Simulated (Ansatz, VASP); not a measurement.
# Si3N4 in VASP and in Ansatz

The input POSCAR:

```
Si3N4
1.0
    7.6044000000      0.0000000000      0.0000000000
   -3.8022000000      6.5856035805      0.0000000000
    0.0000000000      0.0000000000      2.9063000000
Si N
6 8
Direct
    0.7679803944      0.1740944011      0.2500000000
    0.5938859933      0.7679803944      0.7500000000
    0.8259055989      0.5938859933      0.2500000000
    0.2320196056      0.8259055989      0.7500000000
    0.4061140067      0.2320196056      0.2500000000
    0.1740944011      0.4061140067      0.7500000000
    0.0299701689      0.3298826629      0.2500000000
    0.7000875060      0.0299701689      0.7500000000
    0.6701173371      0.7000875060      0.2500000000
    0.9700298311      0.6701173371      0.7500000000
    0.2999124940      0.9700298311      0.2500000000
    0.3298826629      0.2999124940      0.7500000000
    0.6666666667      0.3333333333      0.2500000000
    0.3333333333      0.6666666667      0.7500000000
```

The input INCAR.step1:

```
SYSTEM = Si3N4
PREC = Accurate
ENCUT = 520
ISMEAR = -1
SIGMA = 0.02
LREAL = .FALSE.
LASPH = .TRUE.
NELM = 80
NBANDS = 45
GGA = PE
ALGO = Normal
EDIFF = 1E-4
LWAVE = .TRUE.
LCHARG = .FALSE.
```

Contents of INCAR.step2:

```
SYSTEM = Si3N4
PREC = Accurate
ENCUT = 520
EDIFF = 1E-8
ISMEAR = -1
SIGMA = 0.02
LREAL = .FALSE.
LASPH = .TRUE.
NELM = 80
ALGO = Normal
ISIF = 2
LWAVE = .FALSE.
LCHARG = .FALSE.
METAGGA = R2SCAN
LMIXTAU = .TRUE.
LEFG = .TRUE.
NBANDS = 45
ISTART = 1
```

KPOINTS

```
Automatic mesh
0
G
  4 4 8
  0 0 0
```

Input for Ansatz:

```yaml
crystal:
  lattice:
    - [7.6044, 0.0, 0.0]
    - [-3.8022, 6.5856035805, 0.0]
    - [0.0, 0.0, 2.9063]
  atoms:
    - { symbol: Si, position: [0.7679803944, 0.1740944011, 0.25] }
    - { symbol: Si, position: [0.5938859933, 0.7679803944, 0.75] }
    - { symbol: Si, position: [0.8259055989, 0.5938859933, 0.25] }
    - { symbol: Si, position: [0.2320196056, 0.8259055989, 0.75] }
    - { symbol: Si, position: [0.4061140067, 0.2320196056, 0.25] }
    - { symbol: Si, position: [0.1740944011, 0.4061140067, 0.75] }
    - { symbol: "N", position: [0.0299701689, 0.3298826629, 0.25] }
    - { symbol: "N", position: [0.700087506, 0.0299701689, 0.75] }
    - { symbol: "N", position: [0.6701173371, 0.700087506, 0.25] }
    - { symbol: "N", position: [0.9700298311, 0.6701173371, 0.75] }
    - { symbol: "N", position: [0.299912494, 0.9700298311, 0.25] }
    - { symbol: "N", position: [0.3298826629, 0.299912494, 0.75] }
    - { symbol: "N", position: [0.6666666667, 0.3333333333, 0.25] }
    - { symbol: "N", position: [0.3333333333, 0.6666666667, 0.75] }
kpoints:
  mp_grid: { grid: [4, 4, 8] }
scf:
  occupations: { method: fermi_dirac, width: 0.02 }
hamiltonian:
  xc: r2scan
  pseudopotentials: { kind: paw }
output:
  forces: true
  stress: true
  populations: true
  efg:
    quadrupole_moments_barn: { "N": 0.02044 }
    contact_densities: true
  write_density: true
  write_potential: true
  elf: true
  volumetric_format: npy
```

Alike in both runs: task electric field gradients; functional r2SCAN; k mesh 4 × 4 × 8; occupations fermi-dirac, width 0.02 eV; no spin polarisation.

|  | VASP | Ansatz |
| --- | --- | --- |
| version | VASP 6.6.1 | Ansatz 0.2.0 |
| potentials or method | VASP PAW PBE potentials, release 64 (Si, N) | plane-wave PAW, scalar-relativistic |
| plane-wave cutoff (eV) | 520 | 500 |
| valence electrons in the cell | 64 | 64 |

```tsv
	VASP	Ansatz	Ansatz less VASP
gap on the k mesh at the Fermi level (eV)	4.99	5.00	+0.008
pressure (GPa)	-0.3	-0.1	+0.17
traceless stress, the component that is largest in VASP (GPa)	-0.18	-0.14	+0.037
rms of the force components (eV/Å)	0.019	0.019	-0.0001
size of Vzz on the site where it differs most (V/Å²)	46.5	49.7	+3.17
```

VASP's potentials were made for PBE, not for r2SCAN. Atom by atom the forces differ by 0.001 eV/Å (rms over components).
